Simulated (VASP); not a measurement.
Here is a VASP 6.6.1 calculation.

Contents of INCAR:

```
SYSTEM = InP3
PREC = Accurate
ENCUT = 600
EDIFF = 1E-6
ISMEAR = 0
SIGMA = 0.1
LREAL = .False.
LASPH = .True.
NELM = 100
ALGO = Normal
ISIF = 4
LWAVE = .False.
LCHARG = .False.
GGA = PS
IBRION = 2
NSW = 50
EDIFFG = -0.01
```

The input KPOINTS:

```
regular mesh
0
Gamma
  6 6 6
  0 0 0
```

The input POSCAR:

```
InP3
1.0
    3.6306790605      2.0961735329      3.1244343711
   -3.6306790605      2.0961735329      3.1244343711
    0.0000000000     -4.1923470658      3.1244343711
In P
2 6
Direct
    0.2768024594      0.2768024594      0.2768024594
    0.7231975406      0.7231975406      0.7231975406
    0.7912467790      0.2385012605      0.7912467790
    0.7912467790      0.7912467790      0.2385012605
    0.2385012605      0.7912467790      0.7912467790
    0.2087532210      0.7614987395      0.2087532210
    0.7614987395      0.2087532210      0.2087532210
    0.2087532210      0.2087532210      0.7614987395
```

Potentials or basis: VASP PAW PBE potentials, release 64 (In_d, P).

Run with:

```bash
$ cat potpaw_PBE.64/In_d/POTCAR potpaw_PBE.64/P/POTCAR > POTCAR
$ mpirun -np 1 vasp_std > vasp.out
```

(1) Predict the band gap on the k mesh.

Answers

(1) zero (bands 28 and 29 overlap by 0.35 eV).

Caveat: semilocal functionals underestimate gaps, and a narrow one can read as zero; spin-orbit coupling is left out, which moves the levels of the heavy elements.
